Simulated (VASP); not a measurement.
# Mg7CdO8 (P1) in VASP: single point with PBEsol

Aim: the single point of Mg7CdO8 with PBEsol.

All numbers are computed with VASP 6.6.1; they aren't measurements. Logs are shortened: lines on timing, memory, paths and dates and some standing lists are left out, and cuts for length are marked.

## (1) The cell of the first run

The typed cell holds 64 atoms: a = 8.590 Å, b = 8.590 Å, c = 8.590 Å, α = 90.00°, β = 90.00°, γ = 90.00°.

## (2) Single point, PBEsol

INCAR reads:

```
  ALGO = Normal
  EDIFF = 1E-6
  ENCUT = 520
  GGA = PS
  ISIF = 2
  ISMEAR = -1
  LASPH = True
  LCHARG = False
  LREAL = Auto
  LWAVE = False
  NBANDS = 186
  NELM = 80
  PREC = Accurate
  SIGMA = 0.05
```

KPOINTS reads:

```
Automatic mesh
0
Gamma
  1 1 1
  0.5 0.5 0.5
```

POSCAR reads:

```
Mg7CdO8
1.0
    8.5897775996      0.0000000000      0.0000000000
    0.0000000000      8.5897775996      0.0000000000
    0.0000000000      0.0000000000      8.5897775996
O Mg Cd
32 28 4
Direct
    0.2505010000      0.9983810000      0.0000500000
    0.2507470000      0.9989570000      0.4995120000
    0.2501920000      0.5024640000      0.9999960000
    0.2503170000      0.5006910000      0.4996060000
    0.7497320000      0.9885380000      0.0002580000
    0.7499740000      0.9978270000      0.4997660000
    0.7485100000      0.5178500000      0.0005000000
    0.7493480000      0.5020640000      0.4996880000
    0.0122390000      0.2514940000      0.9992620000
    0.0017050000      0.2505950000      0.5004340000
    0.0019600000      0.7500760000      0.9979300000
    0.0006550000      0.7493310000      0.5018350000
    0.4875500000      0.2508930000      0.9973960000
    0.4986930000      0.2501320000      0.5015110000
    0.4983990000      0.7497630000      0.9864750000
    0.5007410000      0.7487350000      0.5127180000
    0.0027710000      0.0022960000      0.2494750000
    0.0024850000      0.0008810000      0.7502080000
    0.0138430000      0.4979350000      0.2494010000
    0.0141440000      0.4990360000      0.7503170000
    0.4985800000      0.0123480000      0.2491770000
    0.4981510000      0.0016880000      0.7499970000
    0.4845210000      0.4848960000      0.2491580000
    0.4854750000      0.4970440000      0.7500820000
    0.2483780000      0.2473310000      0.2516010000
    0.2495160000      0.2474340000      0.7479560000
    0.2384210000      0.7520130000      0.2504370000
    0.2487050000      0.7522080000      0.7491540000
    0.7524640000      0.2352590000      0.2637170000
    0.7508420000      0.2346910000      0.7364680000
    0.7653370000      0.7654530000      0.2521370000
    0.7527770000      0.7642970000      0.7483540000
    0.0029390000      0.9984740000      0.9997880000
    0.0009930000      0.9999310000      0.4999580000
    0.0077780000      0.5027220000      0.9997680000
    0.0050440000      0.5000200000      0.5000390000
    0.4976610000      0.0000860000      0.9976660000
    0.4998890000      0.0015550000      0.5018150000
    0.4921610000      0.5003370000      0.9971020000
    0.4950850000      0.4976180000      0.5024540000
    0.2498530000      0.2494480000      0.9997200000
    0.2498630000      0.2491650000      0.4999440000
    0.2483560000      0.7509580000      0.9976130000
    0.2483550000      0.7503670000      0.5017630000
    0.7503900000      0.2449000000      0.5000820000
    0.7531260000      0.7549350000      0.9969200000
    0.7530010000      0.7544040000      0.5024110000
    0.2486020000      0.0013220000      0.2500190000
    0.2500020000      0.9998330000      0.7495040000
    0.2484420000      0.4979790000      0.2501530000
    0.2497550000      0.5000650000      0.7494130000
    0.7528290000      0.0002350000      0.2518990000
    0.7505190000      0.9987550000      0.7478930000
    0.0046620000      0.2479160000      0.2523400000
    0.0048360000      0.2477070000      0.7475920000
    0.0025010000      0.7524700000      0.2501110000
    0.0027090000      0.7525320000      0.7495780000
    0.4949470000      0.2477740000      0.2524450000
    0.4949890000      0.2474100000      0.7475800000
    0.4977220000      0.7525930000      0.7495590000
    0.7498870000      0.2488750000      0.0001480000
    0.7508410000      0.4996990000      0.2505480000
    0.7498730000      0.5003990000      0.7495290000
    0.5008310000      0.7499990000      0.2495880000
```

Potentials or basis: VASP PAW PBE potentials, release 64 (O, Mg, Cd).

Run with:

```bash
$ cat potpaw_PBE.64/O/POTCAR potpaw_PBE.64/Mg/POTCAR potpaw_PBE.64/Cd/POTCAR > POTCAR
$ mpirun -np 1 vasp_std > vasp.out
```

OUTCAR:

```text
EDIFF = 1E-6
   ENCUT = 520
   GGA = PS
   ISIF = 2
   ISMEAR = -1
   LASPH = True
   LREAL = Auto
   NELM = 80
   PREC = Accurate

 ion  position               nearest neighbor table
   1  0.251  0.998  0.000-  37 2.12  43 2.13  33 2.13  48 2.15  49 2.15  41 2.16
   2  0.251  0.999  0.500-  44 2.14  38 2.14  48 2.14  34 2.15  49 2.15  42 2.15
   3  0.250  0.502  1.000-  39 2.08  35 2.08  43 2.13  50 2.15  51 2.15  41 2.17
   4  0.250  0.501  0.500-  40 2.10  36 2.11  50 2.14  44 2.14  51 2.15  42 2.16
   5  0.750  0.989  0.000-  46 2.01  52 2.16  37 2.17  53 2.17  33 2.18  61 2.24
   6  0.750  0.998  0.500-  47 2.09  45 2.12  52 2.13  53 2.13  38 2.15  34 2.16
[... 76 lines left out ...]
  58  0.495  0.248  0.252-  21 2.02  23 2.04  25 2.12  14 2.14  13 2.19  29 2.22  42 2.99  48 2.99
                            38 3.01  50 3.02  41 3.02  40 3.04  37 3.05  45 3.06  52 3.07  61 3.08
  59  0.495  0.247  0.748-  26 2.11  22 2.11  14 2.11  24 2.15  13 2.15  30 2.20  38 2.99  49 2.99
                            42 2.99  40 3.01  41 3.02  37 3.02  51 3.02  39 3.05  45 3.06  53 3.06
  60  0.498  0.753  0.750-  16 2.03  15 2.04  28 2.14  22 2.14  32 2.19  24 2.20  49 3.01  37 3.01
                            38 3.02  44 3.02  43 3.02  53 3.03  39 3.04  51 3.04  40 3.05  47 3.05
  61  0.750  0.249  0.000-   5 2.24  13 2.25   9 2.25  29 2.27  30 2.27   7 2.31  52 3.04  37 3.04
                            62 3.04  63 3.05  53 3.05  33 3.06  54 3.08  58 3.08  59 3.08  55 3.08
  62  0.751  0.500  0.251-   8 2.14   7 2.15  19 2.26  29 2.27  31 2.29  23 2.29  64 3.04  61 3.04
                            36 3.06  45 3.06  56 3.06  54 3.07  47 3.08  40 3.08  35 3.08  58 3.08
  63  0.750  0.500  0.750-   8 2.15   7 2.16  32 2.27  20 2.27  24 2.27  30 2.29  47 3.04  40 3.05
                            46 3.05  61 3.05  60 3.06  36 3.07  57 3.07  45 3.07  39 3.07  55 3.08
  64  0.501  0.750  0.250-  21 2.25  27 2.25  15 2.26  16 2.26  31 2.28  23 2.28  62 3.04  37 3.05
                            52 3.05  39 3.05  48 3.06  38 3.06  50 3.06  43 3.06  44 3.07  46 3.07

  LATTYP: Found a simple cubic cell.
 ALAT       =     8.5897775996

  Lattice vectors:

 A1 = (   8.5897775996,   0.0000000000,   0.0000000000)
 A2 = (   0.0000000000,   8.5897775996,   0.0000000000)
 A3 = (   0.0000000000,   0.0000000000,   8.5897775996)

Analysis of symmetry for initial positions (statically):
=====================================================================
 Subroutine PRICEL returns:
 Original cell was already a primitive cell.

 Routine SETGRP: Setting up the symmetry group for a
 simple cubic supercell.

 Subroutine GETGRP returns: Found  1 space group operations
 (whereof  1 operations were pure point group operations)
 out of a pool of 48 trial point group operations.

The static configuration has the point symmetry C_1 .

Analysis of symmetry for dynamics (positions and initial velocities):
=====================================================================
 Subroutine PRICEL returns:
 Original cell was already a primitive cell.

 Routine SETGRP: Setting up the symmetry group for a
 simple cubic supercell.

 Subroutine GETGRP returns: Found  1 space group operations
 (whereof  1 operations were pure point group operations)
 out of a pool of 48 trial point group operations.

The dynamic configuration has the point symmetry C_1 .

 Subroutine INISYM returns: Found  1 space group operations
 (whereof  1 operations are pure point group operations),
 and found     1 'primitive' translations

----------------------------------------------------------------------------------------

                                     Primitive cell

  volume of cell :     633.7905

  direct lattice vectors                    reciprocal lattice vectors
     8.589777600  0.000000000  0.000000000     0.116417450  0.000000000  0.000000000
     0.000000000  8.589777600  0.000000000     0.000000000  0.116417450  0.000000000
     0.000000000  0.000000000  8.589777600     0.000000000  0.000000000  0.116417450

  length of vectors
[... 137 lines left out ...]
 KPOINTS: Automatic mesh

Automatic generation of k-mesh.
 Grid dimensions read from file:
 generate k-points for:    1    1    1

 Generating k-lattice:

  Cartesian coordinates                     Fractional coordinates (reciprocal lattice)
     0.116417450  0.000000000  0.000000000     1.000000000  0.000000000  0.000000000
     0.000000000  0.116417450  0.000000000     0.000000000  1.000000000  0.000000000
     0.000000000  0.000000000  0.116417450     0.000000000  0.000000000  1.000000000

  Length of vectors
     0.116417450  0.116417450  0.116417450

  Shift w.r.t. Gamma in fractional coordinates (k-lattice)
     0.500000000  0.500000000  0.500000000

 Subroutine IBZKPT returns following result:
 ===========================================

 Found      1 irreducible k-points:

 Following reciprocal coordinates:
            Coordinates               Weight
  0.500000  0.500000  0.500000      1.000000
   k-points           NKPTS =      1   k-points in BZ     NKDIM =      1   number of bands    NBANDS=    186
   number of dos      NEDOS =    301   number of ions     NIONS =     64
   total plane-waves  NPLWV = 262144
   dimension x,y,z NGX =    64 NGY =   64 NGZ =   64
   dimension x,y,z NGXF=   128 NGYF=  128 NGZF=  128
   ions per type =              32  28   4
   NGX,Y,Z   is equivalent  to a cutoff of  12.39, 12.39, 12.39 a.u.
   NGXF,Y,Z  is equivalent  to a cutoff of  24.77, 24.77, 24.77 a.u.
 SYSTEM =  unknown system
   PREC   = accura    normal or accurate (medium, high low for compatibility)
   ISTART =      0    job   : 0-new  1-cont  2-samecut
   ICHARG =      2    charge: 1-file 2-atom 10-const
   ISPIN  =      1    spin polarized calculation?
   LNONCOLLINEAR =      F non collinear calculations
   LSORBIT =      F    spin-orbit coupling
   LASPH  =      T    aspherical Exc in radial PAW
   ENCUT  =  520.0 eV  38.22 Ry    6.18 a.u.  15.97 15.97 15.97*2*pi/ulx,y,z
   NELM   =     80;   NELMIN=  2; NELMDL= -5     # of ELM steps
   EDIFF  = 0.1E-05   stopping-criterion for ELM
   LREAL  =      T    real-space projection
   EDIFFG = 0.1E-04   stopping-criterion for IOM
   NSW    =      0    number of steps for IOM
   IBRION =     -1    ionic relax: 0-MD 1-quasi-New 2-CG
   NFREE  =      0    steps in history (QN), initial steepest desc. (CG)
   ISIF   =      2    stress and relaxation
   ISYM   =      2    0-nonsym 1-usesym 2-fastsym
   POTIM  = 0.5000    time-step for ionic-motion
   TEBEG  =    0.0;   TEEND  =   0.0 temperature during run
   PSTRESS=    0.0 pullay stress
   NELECT =     296.0000    total number of electrons
   NUPDOWN=      -1.0000    fix difference up-down
   EMIN   =  10.00;   EMAX   =-10.00  energy-range for DOS
   EFERMI =   0.00;   METHOD = LEGACY
   ISMEAR =    -1;   SIGMA  =   0.05  broadening in eV -4-tet -1-fermi 0-gaus
   EFERMI_NEDOS =   21; number of points for ismear=-14 and -15
   IALGO  =     38    algorithm
   IMIX   =      4    mixing-type and parameters
     AMIX     =   0.40;   BMIX     =  1.00
     AMIX_MAG =   1.60;   BMIX_MAG =  1.00
  volume/ion in A,a.u.               =       9.90        66.83
  Fermi-wavevector in a.u.,A,eV,Ry     =   1.270155  2.400245 21.950203  1.613294
  Thomas-Fermi vector in A             =   2.403158
   LORBIT       =      0    0 simple, 1 ext, 2 COOP (PROOUT), +10 PAW based schemes
   GGA     = PS    functional components
   LHFCALC =     F    Hartree Fock is set to
   AEXX    =    0.0000 exact exchange contribution
   IVDW    =     0    specifies the selected vdW correction
   LEPSILON=     F    determine dielectric tensor
   LRPA    =     F    only Hartree local field effects (RPA)
 non-spin polarized calculation
  energy-cutoff  :      520.00
  volume of cell :      633.79
 maximum number of plane-waves:     17256
 NGX is ok and might be reduce to    64
   NGX = 31   NGY = 31   NGZ = 31

 number of electron     295.9999850 magnetization

 Free energy of the ion-electron system (eV)
  ---------------------------------------------------
  ext. energy  EPLUGINS =         0.00000000
  ---------------------------------------------------
  free energy    TOTEN  =      -381.20682222 eV

  energy without entropy =     -381.20682222  energy(sigma->0) =     -381.20682222

 E-fermi :   4.1944     XC(G=0): -11.3559

 val. band max:        2.9423289249   @ k =   0.5000   0.5000   0.5000
 cond. band min:       7.5589952484   @ k =   0.5000   0.5000   0.5000
 fundamental gap:      4.6166663234
 Fermi energy:         4.1943583824

 k-point     1 :       0.5000    0.5000    0.5000
  band No.  band energies     occupation
      1     -14.0005      2.00000
      2     -13.8980      2.00000
      3     -13.8219      2.00000
      4     -13.7935      2.00000
      5     -13.7809      2.00000
      6     -13.7456      2.00000
[... 152 lines left out ...]
    159      10.9376      0.00000
    160      11.0012      0.00000
 [bands above 160 left out]

------------------------ aborting loop because EDIFF is reached ----------------------------------------

  FORCE on cell =-STRESS in cart. coord.  units (eV):
  Direction    XX          YY          ZZ          XY          YZ          ZX
  --------------------------------------------------------------------------------------
  -------------------------------------------------------------------------------------
  Total       -0.8310300     -0.7380463      0.6203942      0.7422721     -0.0061671      0.2269913
  in kB       -2.1007846     -1.8657283      1.5683124      1.8764108     -0.0155899      0.5738178
  external PRESSURE =      -0.7994002 kB  Pullay stress =       0.0000000 kB

 VOLUME and BASIS-vectors are now :
 -----------------------------------------------------------------------------
  energy-cutoff  :      520.00
  volume of cell :      633.79
      direct lattice vectors                 reciprocal lattice vectors
     8.589777600  0.000000000  0.000000000     0.116417450  0.000000000  0.000000000
     0.000000000  8.589777600  0.000000000     0.000000000  0.116417450  0.000000000
     0.000000000  0.000000000  8.589777600     0.000000000  0.000000000  0.116417450

 POSITION                                       TOTAL-FORCE (eV/Angst)
 -----------------------------------------------------------------------------------
      2.15175      8.57587      0.00043        -0.000805      0.006584      0.001164
      2.15386      8.58082      4.29070        -0.002267      0.004583      0.001418
      2.14909      4.31605      8.58974         0.001198     -0.003580      0.001548
      2.15017      4.30082      4.29150        -0.001021     -0.003798      0.001995
      6.44003      8.49132      0.00222         0.000045     -0.093882     -0.000038
      6.44211      8.57111      4.29288        -0.001213      0.003561     -0.001237
[... 56 lines left out ...]
      6.44124      4.29832      6.43829        -0.000860     -0.003373      0.001046
      4.30203      6.44232      2.14391         0.004348     -0.003950     -0.001317
 -----------------------------------------------------------------------------------
    total drift:                               -0.004793     -0.012175     -0.001345

  FREE ENERGIE OF THE ION-ELECTRON SYSTEM (eV)
  ---------------------------------------------------
  free  energy   TOTEN  =      -381.2068222234 eV

  energy  without entropy=     -381.2068222234  energy(sigma->0) =     -381.20682222
```

It took 7 min on 1 thread of Intel Xeon Platinum 8259CL at 2.50GHz (Skylake/Cascade Lake), shared host; peak memory 0.59 GiB.

What came out:

```
Free energy            : -381.2068 eV
Pressure               : -0.1 GPa
Largest force          : 0.115 eV/Å
Band gap on the k mesh : 4.62 eV
```

Forces on the atoms (eV/Å):
```
O   -0.001  0.007  0.001
O   -0.002  0.005  0.001
O    0.001 -0.004  0.002
O   -0.001 -0.004  0.002
O    0.000 -0.094  0.000
O   -0.001  0.004 -0.001
O    0.000  0.078 -0.003
O    0.000 -0.001  0.004
O    0.076  0.001  0.001
O   -0.011  0.001 -0.001
O   -0.009 -0.003  0.006
O   -0.005  0.001 -0.008
O   -0.076  0.004 -0.002
O    0.009  0.002 -0.005
O    0.006 -0.002 -0.081
O    0.001  0.000  0.079
O   -0.004 -0.001 -0.001
O   -0.006 -0.001  0.000
O    0.082  0.004 -0.001
O    0.078  0.002  0.000
O    0.005  0.084  0.000
O    0.007 -0.002  0.002
O   -0.072 -0.080  0.004
O   -0.073  0.000  0.002
O    0.002  0.002 -0.002
O    0.000  0.003  0.004
O   -0.083 -0.002 -0.001
O    0.003 -0.004  0.003
O   -0.002 -0.080  0.083
O   -0.001 -0.076 -0.084
O    0.077  0.078 -0.003
O    0.000  0.076  0.002
Mg   0.004 -0.006  0.001
Mg   0.003  0.000  0.000
Mg   0.013  0.005  0.001
Mg   0.009  0.000 -0.001
Mg  -0.004  0.000 -0.005
Mg   0.001  0.007  0.007
Mg  -0.013  0.000 -0.005
Mg  -0.008 -0.004  0.005
Mg   0.000 -0.001  0.000
Mg   0.000 -0.002 -0.001
Mg  -0.006  0.000 -0.005
Mg  -0.007  0.000  0.007
Mg   0.000 -0.009  0.000
Mg   0.005  0.008 -0.005
Mg   0.005  0.009  0.005
Mg  -0.008  0.009  0.000
Mg   0.001  0.000 -0.001
Mg  -0.007 -0.006 -0.001
Mg   0.000  0.000 -0.001
Mg   0.005  0.000  0.005
Mg   0.000 -0.007 -0.007
Mg   0.009 -0.004  0.005
Mg   0.009 -0.004 -0.005
Mg   0.004  0.004  0.000
Mg   0.004  0.005  0.001
Mg  -0.008 -0.004  0.004
Mg  -0.009 -0.004 -0.004
Mg  -0.005  0.005  0.001
Cd  -0.001  0.011  0.001
Cd  -0.001 -0.003 -0.001
Cd  -0.001 -0.003  0.001
Cd   0.004 -0.004 -0.001
```

Stress tensor (GPa, compression positive):
```
-0.21  0.19  0.06
 0.19 -0.19  0.00
 0.06  0.00  0.16
```

Caveat: the k points lie up to 0.73 Å⁻¹ apart; the PAW data sets were made with another functional, which shifts forces and pressure a little; a shifted mesh leaves out Γ, where band edges can lie. A k mesh can miss the band edges.
